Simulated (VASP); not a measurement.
Input of a VASP 6.6.1 run:

The input INCAR:

```
PREC = Accurate ; ENCUT = 520
EDIFF = 1E-6 ; ISMEAR = 0
SIGMA = 0.05 ; LREAL = False
LASPH = True ; NELM = 80
ALGO = Normal ; ISIF = 2
LWAVE = False ; LCHARG = True
GGA = PE ; LELF = True
LVHAR = True ; NBANDS = 26
```

KPOINTS

```
Automatic mesh
0
Gamma
  12 12 6
```

POSCAR

```
GaN
1.0
    3.1799996605      0.0000000000      0.0000000000
   -1.5899998303      2.7539604900      0.0000000000
    0.0000000000      0.0000000000      5.1660000000
Ga N
2 2
Direct
    0.3333333333      0.6666666667      0.0000000000
    0.6666666667      0.3333333333      0.5000000000
    0.3333333333      0.6666666667      0.3943573364
    0.6666666667      0.3333333333      0.8750000000
```

Potentials or basis: VASP PAW PBE potentials, release 64 (Ga_d, N).

The run is started by

```sh
$ cat potpaw_PBE.64/Ga_d/POTCAR potpaw_PBE.64/N/POTCAR > POTCAR
$ mpirun -np 1 vasp_std > vasp.out
```

(1) What does it give for the pressure?

(2) Predict the band gap on the k mesh.

## Answers

(1) 7.8 GPa.

(2) 1.93 eV, direct.

Caveat: the cell differs from its parent crystal (atom 3 (N) moved by (+0.000, +0.100) A along x and z); forces of over 1 eV/Å act on the atoms, so gaps and moduli don't describe the material at rest.
